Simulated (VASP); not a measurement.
# Be (Fd-3m) in VASP: notebook

Be is run at these levels: PBE; tasks: single point.

Program: VASP 6.6.1. These are calculated values, not measurements. Logs are shortened: lines on timing, memory, paths and dates and some standing lists are left out, and cuts for length are marked.

### Step 1. The cell of the first run

The structure is cubic, space group Fd-3m (No. 227). The conventional cell has a = 4.931 Å, b = 4.931 Å, c = 4.931 Å, α = 90.00°, β = 90.00°, γ = 90.00°. Be (site symmetry -43m) has 4 Be at 2.14 Å within 2.8 Å.

This isn't the form of Be at room conditions, which is hcp.

### Step 2. Single point, PBE

The input, INCAR:

```
SYSTEM = Be
PREC = Accurate ; ENCUT = 520
EDIFF = 1E-6 ; ISMEAR = -1
SIGMA = 0.06122561905347299 ; LREAL = .False.
LASPH = .True. ; NELM = 60
ALGO = Normal ; ISIF = 2
LWAVE = .False. ; LCHARG = .True.
GGA = PE ; LELF = .True.
LVHAR = .True. ; NBANDS = 9
```

The input, KPOINTS:

```
Automatic mesh
0
Gamma
  38 38 38
  0 0 0
```

The input, POSCAR:

```
Be
1.0
    0.0000000000      2.4652962270      2.4652962270
    2.4652962270      0.0000000000      2.4652962270
    2.4652962270      2.4652962270      0.0000000000
Be
2
Direct
    0.0000000000      0.0000000000      0.0000000000
    0.2500000000      0.2500000000      0.2500000000
```

Potentials or basis: VASP PAW PBE potentials, release 64 (Be).

Run with:

```console
$ cat potpaw_PBE.64/Be/POTCAR > POTCAR
$ mpirun -np 1 vasp_std > vasp.out
```

OUTCAR:

```text
SYSTEM = Be
   PREC = Accurate
   ENCUT = 520
   EDIFF = 1E-6
   ISMEAR = -1
   LREAL = .False.
   LASPH = .True.
   NELM = 60
   ISIF = 2
   GGA = PE

 ion  position               nearest neighbor table
   1  0.000  0.000  0.000-   2 2.14   2 2.14   2 2.14   2 2.14
   2  0.250  0.250  0.250-   1 2.14   1 2.14   1 2.14   1 2.14

  LATTYP: Found a face centered cubic cell.
 ALAT       =     4.9305924540

  Lattice vectors:

 A1 = (   0.0000000000,   2.4652962270,   2.4652962270)
 A2 = (   2.4652962270,   0.0000000000,   2.4652962270)
 A3 = (   2.4652962270,   2.4652962270,   0.0000000000)

Analysis of symmetry for initial positions (statically):
=====================================================================
 Subroutine PRICEL returns:
 Original cell was already a primitive cell.

 Routine SETGRP: Setting up the symmetry group for a
 face centered cubic supercell.

 Subroutine GETGRP returns: Found 48 space group operations
 (whereof 24 operations were pure point group operations)
 out of a pool of 48 trial point group operations.

The static configuration has the point symmetry T_d .
 The point group associated with its full space group is O_h .

Analysis of symmetry for dynamics (positions and initial velocities):
=====================================================================
 Subroutine PRICEL returns:
 Original cell was already a primitive cell.

 Routine SETGRP: Setting up the symmetry group for a
 face centered cubic supercell.

 Subroutine GETGRP returns: Found 48 space group operations
 (whereof 24 operations were pure point group operations)
 out of a pool of 48 trial point group operations.

The dynamic configuration has the point symmetry T_d .
 The point group associated with its full space group is O_h .

 Subroutine INISYM returns: Found 48 space group operations
 (whereof 24 operations are pure point group operations),
 and found     1 'primitive' translations

----------------------------------------------------------------------------------------

                                     Primitive cell

  volume of cell :      29.9666

  direct lattice vectors                    reciprocal lattice vectors
     0.000000000  2.465296227  2.465296227    -0.202815384  0.202815384  0.202815384
     2.465296227  0.000000000  2.465296227     0.202815384 -0.202815384  0.202815384
     2.465296227  2.465296227  0.000000000     0.202815384  0.202815384 -0.202815384

  length of vectors
[... 88 lines left out ...]
   ISIF   =      2    stress and relaxation
   ISYM   =      2    0-nonsym 1-usesym 2-fastsym
   POTIM  = 0.5000    time-step for ionic-motion
   TEBEG  =    0.0;   TEEND  =   0.0 temperature during run
   PSTRESS=    0.0 pullay stress
   NELECT =       4.0000    total number of electrons
   NUPDOWN=      -1.0000    fix difference up-down
   EMIN   =  10.00;   EMAX   =-10.00  energy-range for DOS
   EFERMI =   0.00;   METHOD = LEGACY
   ISMEAR =    -1;   SIGMA  =   0.06  broadening in eV -4-tet -1-fermi 0-gaus
   EFERMI_NEDOS =   21; number of points for ismear=-14 and -15
   IALGO  =     38    algorithm
   IMIX   =      4    mixing-type and parameters
     AMIX     =   0.40;   BMIX     =  1.00
     AMIX_MAG =   1.60;   BMIX_MAG =  1.00
  volume/ion in A,a.u.               =      14.98       101.11
  Fermi-wavevector in a.u.,A,eV,Ry     =   0.836660  1.581058  9.524080  0.700000
  Thomas-Fermi vector in A             =   1.950421
   LORBIT       =      0    0 simple, 1 ext, 2 COOP (PROOUT), +10 PAW based schemes
   GGA     = PE    functional components
   LHFCALC =     F    Hartree Fock is set to
   AEXX    =    0.0000 exact exchange contribution
   IVDW    =     0    specifies the selected vdW correction
   LEPSILON=     F    determine dielectric tensor
   LRPA    =     F    only Hartree local field effects (RPA)
 non-spin polarized calculation
  energy-cutoff  :      520.00
  volume of cell :       29.97
 maximum number of plane-waves:       869
 NGX is ok and might be reduce to    28
   NGX = 13   NGY = 13   NGZ = 13

 number of electron       4.0000000 magnetization

 Free energy of the ion-electron system (eV)
  ---------------------------------------------------
  ext. energy  EPLUGINS =         0.00000000
  ---------------------------------------------------
  free energy    TOTEN  =        -4.26773434 eV

  energy without entropy =       -4.25597300  energy(sigma->0) =       -4.26185367

 E-fermi :   1.6878     XC(G=0):  -8.4874

 val. band max:        1.6855933966   @ k =  -0.2632   0.4474   0.1842
 cond. band min:       1.6879135442   @ k =  -0.3421   0.2632   0.0263
 fundamental gap:      0.0023201476
 Fermi energy:         1.6878454782

 k-point     1 :       0.0000    0.0000    0.0000
  band No.  band energies     occupation
      1      -5.5287      2.00000
      2       6.3762      0.00000
      3       6.3762      0.00000
      4       6.3762      0.00000
      5       8.8892      0.00000
      6       8.8892      0.00000
      7       8.8892      0.00000
      8      15.4260      0.00000
      9      15.8378      0.00000
[... 265 lines left out ...]
 k-point    24 :       0.1053    0.0263    0.0000
  band No.  band energies     occupation
      1      -5.3810      2.00000
      2       5.3375      0.00000
      3       5.9145      0.00000
      4       6.1709      0.00000
      5       9.1087      0.00000
      6       9.4675      0.00000
      7       9.6582      0.00000
      8      15.0175      0.00000
      9      16.1311      0.00000

 [... further k-points ...]

------------------------ aborting loop because EDIFF is reached ----------------------------------------

  FORCE on cell =-STRESS in cart. coord.  units (eV):
  Direction    XX          YY          ZZ          XY          YZ          ZX
  --------------------------------------------------------------------------------------
  -------------------------------------------------------------------------------------
  Total       -0.1529738     -0.1529738     -0.1529738     -0.0000000     -0.0000000     -0.0000000
  in kB       -8.1788150     -8.1788150     -8.1788150     -0.0000000     -0.0000000     -0.0000000
  external PRESSURE =      -8.1788150 kB  Pullay stress =       0.0000000 kB

 VOLUME and BASIS-vectors are now :
 -----------------------------------------------------------------------------
  energy-cutoff  :      520.00
  volume of cell :       29.97
      direct lattice vectors                 reciprocal lattice vectors
     0.000000000  2.465296227  2.465296227    -0.202815384  0.202815384  0.202815384
     2.465296227  0.000000000  2.465296227     0.202815384 -0.202815384  0.202815384
     2.465296227  2.465296227  0.000000000     0.202815384  0.202815384 -0.202815384

 POSITION                                       TOTAL-FORCE (eV/Angst)
 -----------------------------------------------------------------------------------
      0.00000      0.00000      0.00000         0.000000      0.000000      0.000000
      1.23265      1.23265      1.23265        -0.000000     -0.000000     -0.000000
 -----------------------------------------------------------------------------------
    total drift:                                0.000000      0.000000     -0.000000

  FREE ENERGIE OF THE ION-ELECTRON SYSTEM (eV)
  ---------------------------------------------------
  free  energy   TOTEN  =        -4.2677343394 eV

  energy  without entropy=       -4.2559730045  energy(sigma->0) =       -4.26185367
```

OSZICAR:

```text
N       E                     dE             d eps       ncg     rms          rms(c)
DAV:   1    -0.628565957025E+00   -0.62857E+00   -0.16040E+03 25936   0.340E+02
DAV:   2    -0.423729543385E+01   -0.36087E+01   -0.34673E+01 37886   0.395E+01
DAV:   3    -0.429834317645E+01   -0.61048E-01   -0.60543E-01 32029   0.385E+00
DAV:   4    -0.429846135280E+01   -0.11818E-03   -0.11816E-03 36469   0.179E-01
DAV:   5    -0.429846140832E+01   -0.55527E-07   -0.55504E-07 31625   0.339E-03    0.804E-01
DAV:   6    -0.427688028943E+01    0.21581E-01   -0.63988E-03 37625   0.497E-01    0.485E-01
DAV:   7    -0.426771997098E+01    0.91603E-02   -0.10214E-02 38507   0.600E-01    0.265E-02
DAV:   8    -0.426773754198E+01   -0.17571E-04   -0.10964E-04 29889   0.622E-02    0.924E-03
DAV:   9    -0.426773451173E+01    0.30303E-05   -0.84561E-06 30579   0.218E-02    0.198E-03
DAV:  10    -0.426773433936E+01    0.17236E-06   -0.18071E-07 21650   0.320E-03
   1 F= -.42677343E+01 E0= -.42618537E+01  d E =-.117613E-01
```

Run time: 7.9 min. Hardware: 1 thread of Intel Xeon 8259CL, shared host; peak memory 0.44 GiB.

Results:

```
Free energy            : -4.2677 eV
Pressure               : -0.8 GPa
Band gap on the k mesh : zero (bands 2 and 3 overlap by 6.13 eV)
```

### Step 3. Single point, PBE

This run uses another cell than the first one, of 15.28 Å³/atom.

The input, INCAR:

```
SYSTEM = Be
  PREC = Accurate
  ENCUT = 520
  EDIFF = 1E-6
  ISMEAR = -1
  SIGMA = 0.06122561905347299
  LREAL = .False.
  LASPH = .True.
  NELM = 60
  ALGO = Normal
  ISIF = 2
  LWAVE = .False.
  LCHARG = .False.
  GGA = PE
  NBANDS = 9
```

KPOINTS is that of step 2.

The input, POSCAR:

```
Be
1.0
    0.0000000000      2.4813050926      2.4813050926
    2.4813050926      0.0000000000      2.4813050926
    2.4813050926      2.4813050926      0.0000000000
Be
2
Direct
    0.0000000000      0.0000000000      0.0000000000
    0.2500000000      0.2500000000      0.2500000000
```

Potentials or basis: VASP PAW PBE potentials, release 64 (Be).

Run with:

```console
$ cat potpaw_PBE.64/Be/POTCAR > POTCAR
$ mpirun -np 1 vasp_std > vasp.out
```

OUTCAR:

```text
SYSTEM = Be
   PREC = Accurate
   ENCUT = 520
   EDIFF = 1E-6
   ISMEAR = -1
   LREAL = .False.
   LASPH = .True.
   NELM = 60
   ISIF = 2
   GGA = PE

 ion  position               nearest neighbor table
   1  0.000  0.000  0.000-   2 2.15   2 2.15   2 2.15   2 2.15
   2  0.250  0.250  0.250-   1 2.15   1 2.15   1 2.15   1 2.15

  LATTYP: Found a face centered cubic cell.
 ALAT       =     4.9626101852

  Lattice vectors:

 A1 = (   0.0000000000,   2.4813050926,   2.4813050926)
 A2 = (   2.4813050926,   0.0000000000,   2.4813050926)
 A3 = (   2.4813050926,   2.4813050926,   0.0000000000)

Analysis of symmetry for initial positions (statically):
=====================================================================
 Subroutine PRICEL returns:
 Original cell was already a primitive cell.

 Routine SETGRP: Setting up the symmetry group for a
 face centered cubic supercell.

 Subroutine GETGRP returns: Found 48 space group operations
 (whereof 24 operations were pure point group operations)
 out of a pool of 48 trial point group operations.

The static configuration has the point symmetry T_d .
[... 168 lines left out ...]
 Fermi energy:         1.5907521860

 k-point     1 :       0.0000    0.0000    0.0000
  band No.  band energies     occupation
      1      -5.5493      2.00000
      2       6.2136      0.00000
      3       6.2136      0.00000
      4       6.2136      0.00000
      5       8.7086      0.00000
      6       8.7086      0.00000
      7       8.7086      0.00000
      8      15.0750      0.00000
      9      15.5399      0.00000
[... 265 lines left out ...]
 k-point    24 :       0.1053    0.0263    0.0000
  band No.  band energies     occupation
      1      -5.4033      2.00000
      2       5.1919      0.00000
      3       5.7613      0.00000
      4       6.0116      0.00000
      5       8.9234      0.00000
      6       9.2755      0.00000
      7       9.4583      0.00000
      8      14.7161      0.00000
      9      15.8314      0.00000

 [... further k-points ...]

------------------------ aborting loop because EDIFF is reached ----------------------------------------

  FORCE on cell =-STRESS in cart. coord.  units (eV):
  Direction    XX          YY          ZZ          XY          YZ          ZX
  --------------------------------------------------------------------------------------
  -------------------------------------------------------------------------------------
  Total       -0.3027644     -0.3027644     -0.3027644      0.0000000     -0.0000000      0.0000000
  in kB      -15.8761405    -15.8761405    -15.8761405      0.0000000     -0.0000000      0.0000000
  external PRESSURE =     -15.8761405 kB  Pullay stress =       0.0000000 kB

 VOLUME and BASIS-vectors are now :
 -----------------------------------------------------------------------------
  energy-cutoff  :      520.00
  volume of cell :       30.55
      direct lattice vectors                 reciprocal lattice vectors
     0.000000000  2.481305093  2.481305093    -0.201506861  0.201506861  0.201506861
     2.481305093  0.000000000  2.481305093     0.201506861 -0.201506861  0.201506861
     2.481305093  2.481305093  0.000000000     0.201506861  0.201506861 -0.201506861

 POSITION                                       TOTAL-FORCE (eV/Angst)
 -----------------------------------------------------------------------------------
      0.00000      0.00000      0.00000        -0.000000     -0.000000     -0.000000
      1.24065      1.24065      1.24065         0.000000      0.000000      0.000000
 -----------------------------------------------------------------------------------
    total drift:                                0.000000      0.000000     -0.000000

  FREE ENERGIE OF THE ION-ELECTRON SYSTEM (eV)
  ---------------------------------------------------
  free  energy   TOTEN  =        -4.2633075668 eV

  energy  without entropy=       -4.2514240318  energy(sigma->0) =       -4.25736580
```

stdout:

```text
POSCAR found type information on POSCAR Be
 POSCAR found :  1 types and       2 ions
 scaLAPACK will be used
 LDA part: xc-table for (Slater+PW92), standard interpolation
 POSCAR, INCAR and KPOINTS ok, starting setup
 FFT: planning ... GRIDC
 FFT: planning ... GRID_SOFT
 FFT: planning ... GRID
 WAVECAR not read
 entering main loop
```

It took 7.7 min on 1 thread of Intel Xeon 8259CL, shared host; peak memory 0.44 GiB.

What came out:

```yaml
Free_energy: -4.2633 eV
Pressure: -1.6 GPa
Band_gap_on_the_k_mesh: zero (bands 2 and 3 overlap by 6.03 eV)
```

### Step 4. Single point, PBE

This run uses another cell than the first one, of 15.57 Å³/atom.

The input, INCAR:

```
ALGO = Normal
EDIFF = 1E-7
ENCUT = 520
GGA = PE
ISIF = 2
ISMEAR = -1
LASPH = True
LCHARG = True
LELF = True
LREAL = False
LVHAR = True
LWAVE = False
NBANDS = 9
NELM = 80
PREC = Accurate
SIGMA = 0.06122561905347299
```

The input, KPOINTS:

```
k-points
0
Gamma
  38 38 38
```

The input, POSCAR:

```
Be
1.0
    0.0000000000      2.4971100098      2.4971100098
    2.4971100098      0.0000000000      2.4971100098
    2.4971100098      2.4971100098      0.0000000000
Be
2
Direct
    0.0000000000      0.0000000000      0.0000000000
    0.2500000000      0.2500000000      0.2500000000
```

Potentials or basis: VASP PAW PBE potentials, release 64 (Be).

Run with:

```console
$ cat potpaw_PBE.64/Be/POTCAR > POTCAR
$ mpirun -np 1 vasp_std > vasp.out
```

OUTCAR:

```text
EDIFF = 1E-7
   ENCUT = 520
   GGA = PE
   ISIF = 2
   ISMEAR = -1
   LASPH = True
   LREAL = False
   NELM = 80
   PREC = Accurate

 ion  position               nearest neighbor table
   1  0.000  0.000  0.000-   2 2.16   2 2.16   2 2.16   2 2.16
   2  0.250  0.250  0.250-   1 2.16   1 2.16   1 2.16   1 2.16

  LATTYP: Found a face centered cubic cell.
 ALAT       =     4.9942200196

  Lattice vectors:

 A1 = (   0.0000000000,   2.4971100098,   2.4971100098)
 A2 = (   2.4971100098,   0.0000000000,   2.4971100098)
 A3 = (   2.4971100098,   2.4971100098,   0.0000000000)

Analysis of symmetry for initial positions (statically):
=====================================================================
 Subroutine PRICEL returns:
 Original cell was already a primitive cell.

 Routine SETGRP: Setting up the symmetry group for a
 face centered cubic supercell.

 Subroutine GETGRP returns: Found 48 space group operations
 (whereof 24 operations were pure point group operations)
 out of a pool of 48 trial point group operations.

The static configuration has the point symmetry T_d .
 The point group associated with its full space group is O_h .
[... 167 lines left out ...]

 k-point     1 :       0.0000    0.0000    0.0000
  band No.  band energies     occupation
      1      -5.5687      2.00000
      2       6.0567      0.00000
      3       6.0567      0.00000
      4       6.0567      0.00000
      5       8.5339      0.00000
      6       8.5339      0.00000
      7       8.5339      0.00000
      8      14.7334      0.00000
      9      15.2528      0.00000
[... 265 lines left out ...]
 k-point    24 :       0.1053    0.0263    0.0000
  band No.  band energies     occupation
      1      -5.4243      2.00000
      2       5.0512      0.00000
      3       5.6133      0.00000
      4       5.8577      0.00000
      5       8.7441      0.00000
      6       9.0899      0.00000
      7       9.2650      0.00000
      8      14.4201      0.00000
      9      15.5532      0.00000

 [... further k-points ...]

------------------------ aborting loop because EDIFF is reached ----------------------------------------

  FORCE on cell =-STRESS in cart. coord.  units (eV):
  Direction    XX          YY          ZZ          XY          YZ          ZX
  --------------------------------------------------------------------------------------
  -------------------------------------------------------------------------------------
  Total       -0.4456365     -0.4456365     -0.4456365     -0.0000000      0.0000000     -0.0000000
  in kB      -22.9270583    -22.9270583    -22.9270583     -0.0000000      0.0000000     -0.0000000
  external PRESSURE =     -22.9270583 kB  Pullay stress =       0.0000000 kB

 VOLUME and BASIS-vectors are now :
 -----------------------------------------------------------------------------
  energy-cutoff  :      520.00
  volume of cell :       31.14
      direct lattice vectors                 reciprocal lattice vectors
     0.000000000  2.497110010  2.497110010    -0.200231467  0.200231467  0.200231467
     2.497110010  0.000000000  2.497110010     0.200231467 -0.200231467  0.200231467
     2.497110010  2.497110010  0.000000000     0.200231467  0.200231467 -0.200231467

 POSITION                                       TOTAL-FORCE (eV/Angst)
 -----------------------------------------------------------------------------------
      0.00000      0.00000      0.00000        -0.000000     -0.000000     -0.000000
      1.24856      1.24856      1.24856         0.000000      0.000000      0.000000
 -----------------------------------------------------------------------------------
    total drift:                                0.000000      0.000000     -0.000000

  FREE ENERGIE OF THE ION-ELECTRON SYSTEM (eV)
  ---------------------------------------------------
  free  energy   TOTEN  =        -4.2561799715 eV

  energy  without entropy=       -4.2441738930  energy(sigma->0) =       -4.25017693
```

Wall time 8.8 min (1 thread of Intel Xeon 8259CL, shared host); peak memory 0.44 GiB.

What came out:

```yaml
Free_energy: -4.2562 eV
Pressure: -2.3 GPa
Band_gap_on_the_k_mesh: zero (bands 2 and 3 overlap by 5.92 eV)
```

### Step 5. Overview

| cell | gap on the mesh (eV) | pressure (GPa) |
| --- | --- | --- |
| a = 3.486 Å, angles 60.0°, 2 atoms | none | -0.8 |
| a = 3.509 Å, angles 60.0°, 2 atoms | none | -1.6 |
| a = 3.531 Å, angles 60.0°, 2 atoms | none | -2.3 |

Alike in all rows: task single point; level PBE; potentials or basis VASP PAW PBE potentials, release 64 (Be); no spin polarisation; k mesh 38 × 38 × 38; cutoff (eV) 520; smearing fermi-dirac 0.0612256 eV.

Absolute energies hang on the potentials; compare differences alone.
